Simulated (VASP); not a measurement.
Wanted: the native input for a VASP 6.6.1 run.

* Task: single point
* Functional: HSE06
* Potentials or basis: VASP PAW PBE potentials, release 64 (Ti_sv, O)
* Cutoff: 520 eV
* k mesh: 6 × 6 × 6
* Occupations: gaussian, width 0.01 eV
* Spin: no spin polarisation
* Dipole correction: no
* Grid for exact exchange (PRECFOCK): Normal
* Further INCAR settings: ALGO = Normal; EDIFF = 1e-06; NBANDS = 19
* Share of exact exchange: 0.25
* Screening parameter: 0.2079 1/Å

TiO2:

```
Ti O
1.0
     0.00000    2.32756    2.39683
     2.32756    0.00000    2.39683
     2.32756    2.32756    0.00000
Ti O
1 2
Direct
  0.00000 0.00000 0.00000
  0.25000 0.25000 0.25000
  0.75000 0.75000 0.75000
```

This cell differs from its parent crystal: biaxial xy strain -2.9%.

The input as run:

POSCAR

```
TiO2
1.0
    0.0000000000      2.3275589332      2.3968272404
    2.3275589332      0.0000000000      2.3968272404
    2.3275589332      2.3275589332      0.0000000000
Ti O
1 2
Direct
    0.0000000000      0.0000000000      0.0000000000
    0.2500000000      0.2500000000      0.2500000000
    0.7500000000      0.7500000000      0.7500000000
```

INCAR.step1

```
  PREC = Accurate
  ENCUT = 520
  EDIFF = 1E-5
  ISMEAR = 0
  SIGMA = 0.01
  LREAL = F
  LASPH = T
  NELM = 60
  ALGO = Normal
  ISIF = 2
  LWAVE = T
  LCHARG = F
  GGA = PE
  NBANDS = 19
  KPAR = 4
```

INCAR.step2

```
  PREC = Accurate
  ENCUT = 520
  EDIFF = 1E-6
  ISMEAR = 0
  SIGMA = 0.01
  LREAL = F
  LASPH = T
  NELM = 60
  ALGO = Normal
  ISIF = 2
  LWAVE = F
  LCHARG = F
  GGA = PE
  LHFCALC = T
  HFSCREEN = 0.2079
  PRECFOCK = Normal
  ISTART = 1
  NBANDS = 19
  KPAR = 4
```

KPOINTS

```
Automatic mesh
0
Gamma
  6 6 6
```

Potentials or basis: VASP PAW PBE potentials, release 64 (Ti_sv, O).

Command:

```bash
$ cat potpaw_PBE.64/Ti_sv/POTCAR potpaw_PBE.64/O/POTCAR > POTCAR
$ cp INCAR.step1 INCAR
$ mpirun -np 4 vasp_std > vasp.out
$ cp INCAR.step2 INCAR
$ mpirun -np 4 vasp_std > vasp.out
```

It gave:

The pressure is 15.4 GPa. The band gap on the k mesh is 2.44 eV (least direct gap 3.27 eV).

Caveat: the cell differs from its parent crystal (biaxial xy strain -2.9%); the cell stands under pressure; the PAW data sets were made with another functional, which shifts forces and pressure a little.

Run time: 23 min on 4 MPI ranks on AMD EPYC 7R13 Processor (Zen 3), with other jobs on the host, peak memory 0.24 GiB a rank.
